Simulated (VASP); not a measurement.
LiBr, 2 atoms in the cell. Symmetry: Fm-3m, No. 225, cubic system. Conventional cell: a = 5.311 Å, b = 5.311 Å, c = 5.311 Å, α = 90.00°, β = 90.00°, γ = 90.00°. Li (site symmetry m-3m) has 6 Br at 2.66 Å within 3.5 Å. Br (site symmetry m-3m) has 6 Li at 2.66 Å within 3.5 Å. 

```yaml
Program: VASP 6.6.1
Task: single point
Functional: LDA
Potentials_or_basis: VASP PAW LDA potentials, release 64 (Li_sv, Br)
Cutoff: 750 eV
k_mesh: 8 × 8 × 8
Occupations: fermi-dirac, width 0.02 eV
Spin: no spin polarisation
Dipole_correction: no
Further_INCAR_settings: ALGO = Normal; EDIFF = 1e-06; NBANDS = 12
```

Potentials or basis: VASP PAW LDA potentials, release 64 (Li_sv, Br).

Command:

```bash
$ cat potpaw_LDA.64/Li_sv/POTCAR potpaw_LDA.64/Br/POTCAR > POTCAR
$ mpirun -np 1 vasp_std > vasp.out
```

Hardware: 1 thread of AMD EPYC 9R45 (Zen 5), with other jobs on the host.

Q: How long does it take, and how much memory?

A: Run time: 11 s on 1 thread of AMD EPYC 9R45 (Zen 5) (shared host), peak memory 0.14 GiB. Counts: scf iterations 11, k points 29.
